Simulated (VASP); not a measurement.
K2S:

```
K S
1.0
     0.00000    3.69550    3.69550
     3.69550    0.00000    3.69550
     3.69550    3.69550    0.00000
K S
2 1
Direct
  0.25000 0.25000 0.25000
  0.75000 0.75000 0.75000
  0.00000 0.00000 0.00000
```

Base run:

```yaml
Program: VASP 6.6.1
Functional: PBEsol
Potentials_or_basis: VASP PAW PBE potentials, release 64 (K_sv, S)
Cutoff: 500 eV
k_mesh: 6 × 6 × 6
Occupations: gaussian, width 0.05 eV
Spin: no spin polarisation
```

Its results: band gap on the k mesh 2.29 eV (least direct gap 2.50 eV); pressure -0.4 GPa.

Q: The run is repeated on the same cell with these changes: functional from PBEsol to revPBE; dispersion from none to D4. What comes out?

A: Band gap on the k mesh 2.63 eV (least direct gap 2.83 eV); pressure 0.9 GPa.

Several settings changed at once.

Caveats: the PAW data sets were made with another functional, which shifts forces and pressure a little.

A k mesh can miss the band edges.
